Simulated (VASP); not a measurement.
# HfB2 (P6/mmm) in VASP: settings compared

HfB2 is run at these levels: RPBE+D3(BJ)+U, LDA, PBEsol; tasks: electric field gradients, vibrations by perturbation theory.

Everything below comes from runs of VASP 6.6.1. Logs are shortened: lines on timing, memory, paths and dates and some standing lists are left out, and cuts for length are marked.

**1. The cell of the first run**

It takes space group P6/mmm (No. 191, hexagonal). The conventional cell has a = 3.140 Å, b = 3.140 Å, c = 3.480 Å, α = 90.00°, β = 90.00°, γ = 120.00°. Hf (site symmetry 6/mmm) has 12 B at 2.51 Å and 6 Hf at 3.14 Å within 3.3 Å. Within 2.4 Å of B (site symmetry -6m2) lie 3 B at 1.81 Å.

**2. Electric field gradients, RPBE+D3(BJ)+U**

Input file INCAR:

```
ALGO = Normal ; EDIFF = 1E-8
ENCUT = 520 ; GGA = RP
ISIF = 2 ; ISMEAR = 0
IVDW = 12 ; LASPH = True
LCHARG = False ; LDAU = True
LDAUJ = 0 0 ; LDAUL = 2 -1
LDAUPRINT = 1 ; LDAUTYPE = 2
LDAUU = 4.5 0 ; LEFG = True
LMAXMIX = 4 ; LREAL = False
LWAVE = False ; NBANDS = 15
NELM = 150 ; PREC = Accurate
SIGMA = 0.05
```

Input file KPOINTS:

```
k-points
0
Gamma
  10 10 8
```

Input file POSCAR:

```
HfB2
1.0
    3.1400000000      0.0000000000      0.0000000000
   -1.5700000000      2.7193197679      0.0000000000
    0.0000000000      0.0000000000      3.4800000000
Hf B
1 2
Direct
    0.0000000000      0.0000000000      0.0000000000
    0.6666666667      0.3333333333      0.5000000000
    0.3333333333      0.6666666667      0.5000000000
```

Potentials or basis: VASP PAW PBE potentials, release 64 (Hf_pv, B).

Launch:

```console
> cat potpaw_PBE.64/Hf_pv/POTCAR potpaw_PBE.64/B/POTCAR > POTCAR
> mpirun -np 1 vasp_std > vasp.out
```

OUTCAR:

```text
EDIFF = 1E-8
   ENCUT = 520
   GGA = RP
   ISIF = 2
   ISMEAR = 0
   IVDW = 12
   LASPH = True
   LREAL = False
   NELM = 150
   PREC = Accurate
 IVDW          = 12

 ion  position               nearest neighbor table
   1  0.000  0.000  0.000-   2 2.51   3 2.51   2 2.51   3 2.51   2 2.51   2 2.51   3 2.51   3 2.51
                             2 2.51   2 2.51   3 2.51   3 2.51
   2  0.667  0.333  0.500-   3 1.81   3 1.81   3 1.81   1 2.51   1 2.51   1 2.51   1 2.51   1 2.51
                             1 2.51
   3  0.333  0.667  0.500-   2 1.81   2 1.81   2 1.81   1 2.51   1 2.51   1 2.51   1 2.51   1 2.51
                             1 2.51

  LATTYP: Found a hexagonal cell.
 ALAT       =     3.1400000000
 C/A-ratio  =     1.1082802548

  Lattice vectors:

 A1 = (   3.1400000000,   0.0000000000,   0.0000000000)
 A2 = (  -1.5700000000,   2.7193197679,   0.0000000000)
 A3 = (   0.0000000000,   0.0000000000,   3.4800000000)

Analysis of symmetry for initial positions (statically):
=====================================================================
 Subroutine PRICEL returns:
 Original cell was already a primitive cell.

 Routine SETGRP: Setting up the symmetry group for a
 hexagonal supercell.

 Subroutine GETGRP returns: Found 24 space group operations
 (whereof 24 operations were pure point group operations)
 out of a pool of 24 trial point group operations.

The static configuration has the point symmetry D_6h.

Analysis of symmetry for dynamics (positions and initial velocities):
=====================================================================
 Subroutine PRICEL returns:
 Original cell was already a primitive cell.

 Routine SETGRP: Setting up the symmetry group for a
 hexagonal supercell.

 Subroutine GETGRP returns: Found 24 space group operations
 (whereof 24 operations were pure point group operations)
 out of a pool of 24 trial point group operations.

The dynamic configuration has the point symmetry D_6h.

 Subroutine INISYM returns: Found 24 space group operations
 (whereof 24 operations are pure point group operations),
 and found     1 'primitive' translations

----------------------------------------------------------------------------------------

                                     Primitive cell

  volume of cell :      29.7146

  direct lattice vectors                    reciprocal lattice vectors
     3.140000000  0.000000000  0.000000000     0.318471338  0.183869512  0.000000000
    -1.570000000  2.719319768  0.000000000     0.000000000  0.367739025  0.000000000
     0.000000000  0.000000000  3.480000000     0.000000000  0.000000000  0.287356322

  length of vectors
     3.140000000  3.140000000  3.480000000     0.367739025  0.367739025  0.287356322

  position of ions in fractional coordinates (direct lattice)
     0.000000000  0.000000000  0.000000000
     0.666666667  0.333333333  0.500000000
     0.333333333  0.666666667  0.500000000

  ion indices of the primitive-cell ions
   primitive index   ion index
                 1           1
                 2           2
                 3           3

----------------------------------------------------------------------------------------

 KPOINTS: k-points

Automatic generation of k-mesh.
 Grid dimensions read from file:
 generate k-points for:   10   10    8

[... 104 lines left out ...]
   NGX = 11   NGY = 11   NGZ = 13

atom =   1  type =  1  l = 2

 onsite density matrix

spin component  1

  0.1790  0.0000 -0.0000 -0.0000 -0.0000
  0.0000  0.1700 -0.0000  0.0000  0.0000
 -0.0000 -0.0000  0.1530 -0.0000  0.0000
 -0.0000  0.0000 -0.0000  0.1700 -0.0000
 -0.0000  0.0000  0.0000 -0.0000  0.1790

spin component  2

  0.1790  0.0000 -0.0000 -0.0000 -0.0000
  0.0000  0.1700 -0.0000  0.0000  0.0000
 -0.0000 -0.0000  0.1530 -0.0000  0.0000
 -0.0000  0.0000 -0.0000  0.1700 -0.0000
 -0.0000  0.0000  0.0000 -0.0000  0.1790

 occupancies and eigenvectors

  o =  0.1530  v = -0.0000  0.0000 -1.0000  0.0000  0.0000  0.0000  0.0000  0.0000  0.0000  0.0000      0.0000  0.0000  0.0000  0.0000  0.0000  0.0000  0.0000  0.0000  0.0000  0.0000
  o =  0.1530  v =  0.0000  0.0000  0.0000  0.0000  0.0000 -0.0000  0.0000 -1.0000  0.0000  0.0000      0.0000  0.0000  0.0000  0.0000  0.0000  0.0000  0.0000  0.0000  0.0000  0.0000
  o =  0.1700  v =  0.0000 -0.0000 -0.0000  1.0000 -0.0000  0.0000  0.0000  0.0000  0.0000  0.0000      0.0000  0.0000  0.0000  0.0000  0.0000  0.0000  0.0000  0.0000  0.0000  0.0000
  o =  0.1700  v =  0.0000  0.0000  0.0000  0.0000  0.0000  0.0000 -0.0000 -0.0000  1.0000 -0.0000      0.0000  0.0000  0.0000  0.0000  0.0000  0.0000  0.0000  0.0000  0.0000  0.0000
  o =  0.1700  v =  0.0000  0.0000  0.0000  0.0000  0.0000 -0.0000  1.0000  0.0000  0.0000 -0.0000      0.0000  0.0000  0.0000  0.0000  0.0000  0.0000  0.0000  0.0000  0.0000  0.0000
  o =  0.1700  v = -0.0000  1.0000  0.0000  0.0000 -0.0000  0.0000  0.0000  0.0000  0.0000  0.0000      0.0000  0.0000  0.0000  0.0000  0.0000  0.0000  0.0000  0.0000  0.0000  0.0000
  o =  0.1790  v =  0.0000  0.0000  0.0000  0.0000  0.0000  0.0077  0.0000  0.0000 -0.0000  1.0000      0.0000  0.0000  0.0000  0.0000  0.0000  0.0000  0.0000  0.0000  0.0000  0.0000
  o =  0.1790  v =  0.0077  0.0000  0.0000 -0.0000  1.0000  0.0000  0.0000  0.0000  0.0000  0.0000      0.0000  0.0000  0.0000  0.0000  0.0000  0.0000  0.0000  0.0000  0.0000  0.0000
  o =  0.1790  v = -1.0000  0.0000  0.0000  0.0000  0.0077  0.0000  0.0000  0.0000  0.0000  0.0000      0.0000  0.0000  0.0000  0.0000  0.0000  0.0000  0.0000  0.0000  0.0000  0.0000
  o =  0.1790  v =  0.0000  0.0000  0.0000  0.0000  0.0000 -1.0000  0.0000  0.0000  0.0000  0.0077      0.0000  0.0000  0.0000  0.0000  0.0000  0.0000  0.0000  0.0000  0.0000  0.0000

 number of electron      15.9999998 magnetization

 Free energy of the ion-electron system (eV)
  ---------------------------------------------------
  ext. energy  EPLUGINS =         0.00000000
  ---------------------------------------------------
  free energy    TOTEN  =       -21.97486243 eV

  energy without entropy =      -21.97416993  energy(sigma->0) =      -21.97451618

 E-fermi :   8.3182     XC(G=0): -12.5632

 val. band max:        8.3117420834   @ k =   0.1000   0.1000   0.2500
 cond. band min:       8.5845324013   @ k =   0.1000   0.1000   0.2500
 fundamental gap:      0.2727903179
 Fermi energy:         8.3182080180

 k-point     1 :       0.0000    0.0000    0.0000
  band No.  band energies     occupation
      1     -23.3513      2.00000
      2     -22.8829      2.00000
      3     -22.8829      2.00000
      4      -5.8647      2.00000
      5       5.1181      2.00000
      6       5.3866      2.00000
      7       5.3866      2.00000
      8       5.4078      2.00000
      9      12.8662      0.00000
     10      12.8662      0.00000
     11      12.8698      0.00000
     12      12.9605      0.00000
     13      12.9605      0.00000
     14      13.2096      0.00000
[... 401 lines left out ...]
      2     -23.2579      2.00000
      3     -23.0898      2.00000
      4      -1.9852      2.00000
      5      -0.5751      2.00000
      6       3.4710      2.00000
      7       4.4897      2.00000
      8       6.1711      2.00000
      9       9.3763      0.00000
     10      12.5170      0.00000
     11      12.6778      0.00000
     12      14.9433      0.00000
     13      15.5900      0.00000
     14      16.6175      0.00000
     15      19.1600      0.00000

 [... further k-points ...]

------------------------ aborting loop because EDIFF is reached ----------------------------------------

 Edisp (eV)   -6.21908

 E8    (eV) :    -4.2419

  FORCE on cell =-STRESS in cart. coord.  units (eV):
  Direction    XX          YY          ZZ          XY          YZ          ZX
  --------------------------------------------------------------------------------------
  -------------------------------------------------------------------------------------
  Total      -3.06531    -3.06531    -2.45526     0.00000    -0.00000     0.00000
  in kB    -165.27833  -165.27833  -132.38520     0.00000    -0.00000     0.00000
  external pressure =     -154.31 kB  Pullay stress =        0.00 kB

 VOLUME and BASIS-vectors are now :
 -----------------------------------------------------------------------------
  energy-cutoff  :      520.00
  volume of cell :       29.71
      direct lattice vectors                 reciprocal lattice vectors
     3.140000000  0.000000000  0.000000000     0.318471338  0.183869512  0.000000000
    -1.570000000  2.719319768  0.000000000     0.000000000  0.367739025  0.000000000
     0.000000000  0.000000000  3.480000000     0.000000000  0.000000000  0.287356322

 POSITION                                       TOTAL-FORCE (eV/Angst)
 -----------------------------------------------------------------------------------
      0.00000      0.00000      0.00000         0.000000      0.000000      0.000000
      1.57000      0.90644      1.74000        -0.000000      0.000000      0.000000
     -0.00000      1.81288      1.74000         0.000000      0.000000      0.000000
 -----------------------------------------------------------------------------------
    total drift:                               -0.000000      0.000000      0.000000

  FREE ENERGIE OF THE ION-ELECTRON SYSTEM (eV)
  ---------------------------------------------------
  free  energy   TOTEN  =       -28.1939374501 eV

  energy  without entropy=      -28.1932449488  energy(sigma->0) =      -28.19359120

 Electric field gradients (V/A^2)
---------------------------------------------------------------------
 ion       V_xx      V_yy      V_zz      V_xy      V_xz      V_yz
---------------------------------------------------------------------
   1     -34.706   -34.706    69.411    -0.000    -0.000    -0.000
   2      -0.601    -0.601     1.203    -0.000     0.000     0.000
   3      -0.601    -0.601     1.203    -0.000     0.000    -0.000
---------------------------------------------------------------------

 Electric field gradients after diagonalization (V/A^2)
 (convention: |V_zz| > |V_xx| > |V_yy|)
----------------------------------------------------------------------
 ion       V_xx      V_yy      V_zz     asymmetry (V_yy - V_xx)/ V_zz
----------------------------------------------------------------------
   1     -34.706   -34.706    69.411       0.000
   2      -0.601    -0.601     1.203       0.000
   3      -0.601    -0.601     1.203       0.000
----------------------------------------------------------------------

           NMR quadrupolar parameters

 Cq : quadrupolar parameter    Cq=e*Q*V_zz/h
 eta: asymmetry parameters     (V_yy - V_xx)/ V_zz
 Q  : nuclear electric quadrupole moment in mb (millibarn)
----------------------------------------------------------------------
 ion       Cq(MHz)       eta       Q (mb)
----------------------------------------------------------------------
   1       0.168       0.000       1.000
   2       0.003       0.000       1.000
   3       0.003       0.000       1.000
----------------------------------------------------------------------
```

Run time: 14 s. Hardware: 1 thread of Intel Xeon 6975P-C, shared host; peak memory 0.18 GiB.

What came out:

| Item | Value |
| --- | --- |
| Free energy | -28.1939 eV |
| Pressure | -15.4 GPa |
| Band gap on the k mesh | zero (band 8 reaches 9.11 eV, above the bottom of band 9 at 8.17 eV) |
| Dispersion energy per atom | -2.073 eV |

Levels at points of the mesh, in eV from the Fermi level:
```tsv
k point	band 5	band 6	band 7	band 8	band 9	band 10	band 11	band 12
(0.00, 0.00, 0.00)	-3.20	-2.93	-2.93	-2.91	4.55	4.55	4.55	4.64
(0.50, 0.00, 0.00)	-9.46	-4.07	-3.73	-2.70	1.73	3.17	5.69	5.69
(0.00, 0.00, 0.50)	-8.86	-1.44	-1.44	0.53	0.53	1.34	1.34	2.65
(0.50, 0.00, 0.50)	-7.89	-5.02	-4.80	-3.19	3.58	4.53	6.74	7.54
```

Electric field gradients, principal values (V/Å²):
| atom | least | middle | greatest (by size) |
| --- | --- | --- | --- |
| 1 Hf | -34.706 | -34.706 | 69.411 |
| 2 B | -0.601 | -0.601 | 1.203 |
| 3 B | -0.601 | -0.601 | 1.203 |

Eigenvalues of the final occupation matrices:
| site | spin | trace | eigenvalues |
| --- | --- | --- | --- |
| site 1 d | 1 | 0.85 | 0.15 0.17 0.17 0.18 0.18 |
| site 1 d | 2 | 0.85 | 0.15 0.17 0.17 0.18 0.18 |

Caveat: without QUAD_EFG the Cq values of the log hold for a quadrupole moment of 1 mb, not for the nuclei; the PAW data sets were made with another functional, which shifts forces and pressure a little; spin-orbit coupling is left out, which moves the levels of the heavy elements; U without spin polarisation on a metal has little footing; pairwise dispersion overbinds metals, which lowers pressure and volume; the U is typed as a test and isn't derived for this compound.

(Continued in part 2 of 2.)
